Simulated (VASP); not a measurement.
# V (Pm-3m) in VASP: a series of runs

Runs on V. Level: PBE. Tasks: single point.

Everything below comes from runs of VASP 6.6.1. Logs are shortened: lines on timing, memory, paths and dates and some standing lists are left out, and cuts for length are marked.

## Step 1: The cell of the first run

It takes space group Pm-3m (No. 221, cubic). The conventional cell has a = 2.399 Å, b = 2.399 Å, c = 2.399 Å, α = 90.00°, β = 90.00°, γ = 90.00°. Within 3.2 Å of V (site symmetry m-3m) lie 6 V at 2.40 Å.

## Step 2: Single point, PBE

File INCAR:

```
PREC = Accurate ; ENCUT = 520
EDIFF = 1E-6 ; ISMEAR = -1
SIGMA = 0.06122561905347299 ; LREAL = F
LASPH = T ; NELM = 80
ALGO = Normal ; ISIF = 2
LWAVE = F ; LCHARG = T
GGA = PE ; LELF = T
LVHAR = T ; NBANDS = 12
```

File KPOINTS:

```
Automatic mesh
0
Gamma
  15 15 15
```

File POSCAR:

```
V
1.0
    2.3989946831      0.0000000000      0.0000000000
    0.0000000000      2.3989946831      0.0000000000
    0.0000000000      0.0000000000      2.3989946831
V
1
Direct
    0.0000000000      0.0000000000      0.0000000000
```

Potentials or basis: VASP PAW PBE potentials, release 64 (V_sv).

Started as:

```
$ cat potpaw_PBE.64/V_sv/POTCAR > POTCAR
$ mpirun -np 1 vasp_std > vasp.out
```

OUTCAR:

```text
PREC = Accurate
   ENCUT = 520
   EDIFF = 1E-6
   ISMEAR = -1
   LREAL = F
   LASPH = T
   NELM = 80
   ISIF = 2
   GGA = PE

 ion  position               nearest neighbor table
   1  0.000  0.000  0.000-

  LATTYP: Found a simple cubic cell.
 ALAT       =     2.3989946831

  Lattice vectors:

 A1 = (   2.3989946831,   0.0000000000,   0.0000000000)
 A2 = (   0.0000000000,   2.3989946831,   0.0000000000)
 A3 = (   0.0000000000,   0.0000000000,   2.3989946831)

Analysis of symmetry for initial positions (statically):
=====================================================================
 Subroutine PRICEL returns:
 Original cell was already a primitive cell.

 Routine SETGRP: Setting up the symmetry group for a
 simple cubic supercell.

 Subroutine GETGRP returns: Found 48 space group operations
 (whereof 48 operations were pure point group operations)
 out of a pool of 48 trial point group operations.

The static configuration has the point symmetry O_h .

Analysis of symmetry for dynamics (positions and initial velocities):
=====================================================================
 Subroutine PRICEL returns:
 Original cell was already a primitive cell.

 Routine SETGRP: Setting up the symmetry group for a
 simple cubic supercell.

 Subroutine GETGRP returns: Found 48 space group operations
 (whereof 48 operations were pure point group operations)
 out of a pool of 48 trial point group operations.

The dynamic configuration has the point symmetry O_h .

 Subroutine INISYM returns: Found 48 space group operations
 (whereof 48 operations are pure point group operations),
 and found     1 'primitive' translations

----------------------------------------------------------------------------------------

                                     Primitive cell

  volume of cell :      13.8066

  direct lattice vectors                    reciprocal lattice vectors
     2.398994683  0.000000000  0.000000000     0.416841274  0.000000000  0.000000000
     0.000000000  2.398994683  0.000000000     0.000000000  0.416841274  0.000000000
     0.000000000  0.000000000  2.398994683     0.000000000  0.000000000  0.416841274

  length of vectors
     2.398994683  2.398994683  2.398994683     0.416841274  0.416841274  0.416841274

  position of ions in fractional coordinates (direct lattice)
     0.000000000  0.000000000  0.000000000

  ion indices of the primitive-cell ions
   primitive index   ion index
                 1           1

----------------------------------------------------------------------------------------

 KPOINTS: Automatic mesh

Automatic generation of k-mesh.
 Grid dimensions read from file:
 generate k-points for:   15   15   15

 Generating k-lattice:

  Cartesian coordinates                     Fractional coordinates (reciprocal lattice)
     0.027789418  0.000000000  0.000000000     0.066666667  0.000000000  0.000000000
     0.000000000  0.027789418  0.000000000     0.000000000  0.066666667  0.000000000
     0.000000000  0.000000000  0.027789418     0.000000000  0.000000000  0.066666667

  Length of vectors
     0.027789418  0.027789418  0.027789418

  Shift w.r.t. Gamma in fractional coordinates (k-lattice)
     0.000000000  0.000000000  0.000000000

 Subroutine IBZKPT returns following result:
 ===========================================

 Found    120 irreducible k-points:

 Following reciprocal coordinates:
            Coordinates               Weight
  0.000000  0.000000  0.000000      1.000000
  0.066667  0.000000  0.000000      6.000000
  0.133333  0.000000  0.000000      6.000000
  0.200000  0.000000  0.000000      6.000000
  0.266667  0.000000  0.000000      6.000000
  0.333333  0.000000  0.000000      6.000000
[... 16 lines left out ...]
  0.266667  0.200000  0.000000     24.000000
  0.333333  0.200000  0.000000     24.000000
 [... further k-points ...]
   k-points           NKPTS =    120   k-points in BZ     NKDIM =    120   number of bands    NBANDS=     12
   number of dos      NEDOS =    301   number of ions     NIONS =      1
   total plane-waves  NPLWV =   5832
   dimension x,y,z NGX =    18 NGY =   18 NGZ =   18
   dimension x,y,z NGXF=    36 NGYF=   36 NGZF=   36
   ions per type =               1
   NGX,Y,Z   is equivalent  to a cutoff of  12.47, 12.47, 12.47 a.u.
   NGXF,Y,Z  is equivalent  to a cutoff of  24.95, 24.95, 24.95 a.u.
 SYSTEM =  unknown system
   PREC   = accura    normal or accurate (medium, high low for compatibility)
   ISTART =      0    job   : 0-new  1-cont  2-samecut
   ICHARG =      2    charge: 1-file 2-atom 10-const
   ISPIN  =      1    spin polarized calculation?
   LNONCOLLINEAR =      F non collinear calculations
   LSORBIT =      F    spin-orbit coupling
   LASPH  =      T    aspherical Exc in radial PAW
   ENCUT  =  520.0 eV  38.22 Ry    6.18 a.u.   4.46  4.46  4.46*2*pi/ulx,y,z
   NELM   =     80;   NELMIN=  2; NELMDL= -5     # of ELM steps
   EDIFF  = 0.1E-05   stopping-criterion for ELM
   LREAL  =      F    real-space projection
   EDIFFG = 0.1E-04   stopping-criterion for IOM
   NSW    =      0    number of steps for IOM
   IBRION =     -1    ionic relax: 0-MD 1-quasi-New 2-CG
   NFREE  =      0    steps in history (QN), initial steepest desc. (CG)
   ISIF   =      2    stress and relaxation
   ISYM   =      2    0-nonsym 1-usesym 2-fastsym
   POTIM  = 0.5000    time-step for ionic-motion
   TEBEG  =    0.0;   TEEND  =   0.0 temperature during run
   PSTRESS=    0.0 pullay stress
   NELECT =      13.0000    total number of electrons
   NUPDOWN=      -1.0000    fix difference up-down
   EMIN   =  10.00;   EMAX   =-10.00  energy-range for DOS
   EFERMI =   0.00;   METHOD = LEGACY
   ISMEAR =    -1;   SIGMA  =   0.06  broadening in eV -4-tet -1-fermi 0-gaus
   EFERMI_NEDOS =   21; number of points for ismear=-14 and -15
   IALGO  =     38    algorithm
   IMIX   =      4    mixing-type and parameters
     AMIX     =   0.40;   BMIX     =  1.00
     AMIX_MAG =   1.60;   BMIX_MAG =  1.00
  volume/ion in A,a.u.               =      13.81        93.17
  Fermi-wavevector in a.u.,A,eV,Ry     =   1.604575  3.032207 35.030385  2.574661
  Thomas-Fermi vector in A             =   2.701058
   LORBIT       =      0    0 simple, 1 ext, 2 COOP (PROOUT), +10 PAW based schemes
   GGA     = PE    functional components
   LHFCALC =     F    Hartree Fock is set to
   AEXX    =    0.0000 exact exchange contribution
   IVDW    =     0    specifies the selected vdW correction
   LEPSILON=     F    determine dielectric tensor
   LRPA    =     F    only Hartree local field effects (RPA)
 non-spin polarized calculation
  energy-cutoff  :      520.00
  volume of cell :       13.81
 maximum number of plane-waves:       386
 NGX is ok and might be reduce to    18
   NGX =  9   NGY =  9   NGZ =  9

 number of electron      12.9999996 magnetization

 Free energy of the ion-electron system (eV)
  ---------------------------------------------------
  ext. energy  EPLUGINS =         0.00000000
  ---------------------------------------------------
  free energy    TOTEN  =        -8.11804815 eV

  energy without entropy =       -8.09552725  energy(sigma->0) =       -8.10678770

 E-fermi :   9.5697     XC(G=0): -12.6509

 val. band max:        9.5651883403   @ k =   0.3333   0.2000   0.0000
 cond. band min:       9.5721296295   @ k =   0.4000   0.2000   0.2000
 fundamental gap:      0.0069412892
 Fermi energy:         9.5696917482

 k-point     1 :       0.0000    0.0000    0.0000
  band No.  band energies     occupation
      1     -54.2587      2.00000
      2     -27.3942      2.00000
      3     -27.3942      2.00000
      4     -27.3942      2.00000
      5       3.0866      2.00000
      6       7.2640      2.00000
      7       7.2640      2.00000
      8      13.3646      0.00000
      9      13.3646      0.00000
     10      13.3646      0.00000
     11      28.6118      0.00000
     12      28.6118      0.00000

 k-point     2 :       0.0667    0.0000    0.0000
  band No.  band energies     occupation
      1     -54.2500      2.00000
      2     -27.4511      2.00000
      3     -27.3893      2.00000
      4     -27.3893      2.00000
      5       3.2261      2.00000
      6       7.2971      2.00000
      7       7.3739      2.00000
      8      13.2525      0.00000
      9      13.2525      0.00000
     10      13.3731      0.00000
     11      27.4799      0.00000
     12      28.8301      0.00000

 k-point     3 :       0.1333    0.0000    0.0000
  band No.  band energies     occupation
      1     -54.2253      2.00000
      2     -27.6106      2.00000
      3     -27.3756      2.00000
      4     -27.3756      2.00000
      5       3.6280      2.00000
      6       7.3918      2.00000
      7       7.6906      2.00000
      8      12.9472      0.00000
      9      12.9472      0.00000
     10      13.3970      0.00000
     11      25.3589      0.00000
     12      29.4552      0.00000
[... 286 lines left out ...]
 k-point    23 :       0.2667    0.2000    0.0000
  band No.  band energies     occupation
      1     -54.0779      2.00000
      2     -28.0477      2.00000
      3     -27.7610      2.00000
      4     -27.2944      2.00000
      5       5.8718      2.00000
      6       8.1959      2.00000
      7       9.3338      1.95842
      8      11.5047      0.00000
      9      12.1817      0.00000
     10      12.7282      0.00000
     11      22.0703      0.00000
     12      25.4271      0.00000

 k-point    24 :       0.3333    0.2000    0.0000
  band No.  band energies     occupation
      1     -54.0376      2.00000
      2     -28.2848      2.00000
      3     -27.7334      2.00000
      4     -27.2724      2.00000
      5       6.5024      2.00000
      6       8.2736      2.00000
      7       9.5652      1.03676
      8      11.7889      0.00000
      9      11.8068      0.00000
     10      12.7786      0.00000
     11      20.3145      0.00000
     12      26.1937      0.00000

 [... further k-points ...]
[... 5 lines left out ...]
  --------------------------------------------------------------------------------------
  -------------------------------------------------------------------------------------
  Total        0.8861191      0.8861191      0.8861191     -0.0000000      0.0000000     -0.0000000
  in kB      102.8288180    102.8288180    102.8288180     -0.0000000      0.0000000     -0.0000000
  external PRESSURE =     102.8288180 kB  Pullay stress =       0.0000000 kB

 VOLUME and BASIS-vectors are now :
 -----------------------------------------------------------------------------
  energy-cutoff  :      520.00
  volume of cell :       13.81
      direct lattice vectors                 reciprocal lattice vectors
     2.398994683  0.000000000  0.000000000     0.416841274  0.000000000  0.000000000
     0.000000000  2.398994683  0.000000000     0.000000000  0.416841274  0.000000000
     0.000000000  0.000000000  2.398994683     0.000000000  0.000000000  0.416841274

 POSITION                                       TOTAL-FORCE (eV/Angst)
 -----------------------------------------------------------------------------------
      0.00000      0.00000      0.00000         0.000000      0.000000      0.000000
 -----------------------------------------------------------------------------------
    total drift:                                0.000000      0.000000     -0.000000

  FREE ENERGIE OF THE ION-ELECTRON SYSTEM (eV)
  ---------------------------------------------------
  free  energy   TOTEN  =        -8.1180481520 eV

  energy  without entropy=       -8.0955272492  energy(sigma->0) =       -8.10678770
```

It took 28 s on 1 thread of AMD EPYC 7R13, shared host; peak memory 0.1 GiB.

Results:

```
Free energy : -8.1180 eV
Pressure    : 10.3 GPa
```

Levels at points of the mesh, in eV from the Fermi level:
| k point | band 3 | band 4 | band 5 | band 6 | band 7 | band 8 | band 9 | band 10 | band 11 | band 12 |
| --- | --- | --- | --- | --- | --- | --- | --- | --- | --- | --- |
| (0.00, 0.00, 0.00) | -36.96 | -36.96 | -6.48 | -2.31 | -2.31 | 3.79 | 3.79 | 3.79 | 19.04 | 19.04 |

## Step 3: Single point, PBE

File INCAR:

```
SYSTEM = V
PREC = Accurate
ENCUT = 520
EDIFF = 1E-7
ISMEAR = -1
SIGMA = 0.06122561905347299
LREAL = .FALSE.
LASPH = .TRUE.
NELM = 80
ALGO = Normal
ISIF = 2
LWAVE = .FALSE.
LCHARG = .TRUE.
GGA = PE
LELF = .TRUE.
LVHAR = .TRUE.
NBANDS = 12
```

File KPOINTS:

```
regular mesh
0
G
  15 15 15
  0 0 0
```

POSCAR is that of step 2.

Potentials or basis: VASP PAW PBE potentials, release 64 (V_sv).

Started as:

```
$ cat potpaw_PBE.64/V_sv/POTCAR > POTCAR
$ mpirun -np 1 vasp_std > vasp.out
```

Wall time 29 s (1 thread of AMD EPYC 7R13, shared host); peak memory 0.1 GiB.

The run converged. Its results:

| Quantity | Value |
| --- | --- |
| Free energy | -8.1180 eV |
| Pressure | 10.3 GPa |

Levels at points of the mesh, in eV from the Fermi level:
| k point | band 5 | band 6 | band 7 | band 8 | band 9 | band 10 |
| --- | --- | --- | --- | --- | --- | --- |
| (0.00, 0.00, 0.00) | -6.48 | -2.31 | -2.31 | 3.79 | 3.79 | 3.79 |

## Step 4: Single point, PBE

This run uses another cell than the first one, of 14.10 Å³/atom, 1.021 times its volume.

File INCAR:

```
SYSTEM = V
PREC     = Accurate       ! precision mode
ENCUT    = 520            ! plane-wave cutoff, eV
EDIFF    = 1E-7           ! SCF threshold, eV
ISMEAR   = -1             ! smearing method
SIGMA    = 0.06122561905347299 ! smearing width, eV
LREAL    = .False.        ! projectors in reciprocal space
LASPH    = .True.         ! aspherical terms in the spheres
NELM     = 60             ! most SCF steps
ALGO     = Normal         ! electronic algorithm
ISIF     = 2              ! what is computed and relaxed
LWAVE    = .False.        ! write WAVECAR
LCHARG   = .False.        ! write CHGCAR
GGA      = PE             ! functional
NBANDS   = 12             ! bands
```

File KPOINTS:

```
regular mesh
0
Gamma
  15 15 15
  0 0 0
```

File POSCAR:

```
V
1.0
    2.4158895685      0.0000000000      0.0000000000
    0.0000000000      2.4158895685      0.0000000000
    0.0000000000      0.0000000000      2.4158895685
V
1
Direct
    0.0000000000      0.0000000000      0.0000000000
```

Potentials or basis: VASP PAW PBE potentials, release 64 (V_sv).

Started as:

```
$ cat potpaw_PBE.64/V_sv/POTCAR > POTCAR
$ mpirun -np 1 vasp_std > vasp.out
```

OUTCAR:

```text
SYSTEM = V
   PREC = Accurate
   ENCUT = 520
   EDIFF = 1E-7
   ISMEAR = -1
   LREAL = .False.
   LASPH = .True.
   NELM = 60
   ISIF = 2
   GGA = PE

 ion  position               nearest neighbor table
   1  0.000  0.000  0.000-

  LATTYP: Found a simple cubic cell.
 ALAT       =     2.4158895685

  Lattice vectors:

 A1 = (   2.4158895685,   0.0000000000,   0.0000000000)
 A2 = (   0.0000000000,   2.4158895685,   0.0000000000)
 A3 = (   0.0000000000,   0.0000000000,   2.4158895685)
[... 529 lines left out ...]
      3     -28.0217      2.00000
      4     -27.5880      2.00000
      5       6.2662      2.00000
      6       8.0501      2.00000
      7       9.2983      1.07885
      8      11.4680      0.00000
      9      11.5015      0.00000
     10      12.4438      0.00000
     11      19.8430      0.00000
     12      25.6803      0.00000

 [... further k-points ...]
[... 5 lines left out ...]
  --------------------------------------------------------------------------------------
  -------------------------------------------------------------------------------------
  Total        0.5968377      0.5968377      0.5968377      0.0000000     -0.0000000      0.0000000
  in kB       67.8165322     67.8165322     67.8165322      0.0000000     -0.0000000      0.0000000
  external PRESSURE =      67.8165322 kB  Pullay stress =       0.0000000 kB

 VOLUME and BASIS-vectors are now :
 -----------------------------------------------------------------------------
  energy-cutoff  :      520.00
  volume of cell :       14.10
      direct lattice vectors                 reciprocal lattice vectors
     2.415889568  0.000000000  0.000000000     0.413926205  0.000000000  0.000000000
     0.000000000  2.415889568  0.000000000     0.000000000  0.413926205  0.000000000
     0.000000000  0.000000000  2.415889568     0.000000000  0.000000000  0.413926205

 POSITION                                       TOTAL-FORCE (eV/Angst)
 -----------------------------------------------------------------------------------
      0.00000      0.00000      0.00000         0.000000      0.000000      0.000000
 -----------------------------------------------------------------------------------
    total drift:                                0.000000      0.000000     -0.000000

  FREE ENERGIE OF THE ION-ELECTRON SYSTEM (eV)
  ---------------------------------------------------
  free  energy   TOTEN  =        -8.1338032703 eV

  energy  without entropy=       -8.1110535981  energy(sigma->0) =       -8.12242843
```

stdout:

```text
POSCAR found type information on POSCAR V
 POSCAR found :  1 types and       1 ions
 scaLAPACK will be used
 LDA part: xc-table for (Slater+PW92), standard interpolation
 POSCAR, INCAR and KPOINTS ok, starting setup
 FFT: planning ... GRIDC
 FFT: planning ... GRID_SOFT
 FFT: planning ... GRID
 WAVECAR not read
 entering main loop
```

It took 29 s on 1 thread of AMD EPYC 7R13, shared host; peak memory 0.1 GiB.

Results:

| Item | Value |
| --- | --- |
| Free energy | -8.1338 eV |
| Pressure | 6.8 GPa |

(Part 1 of 2 ends here.)
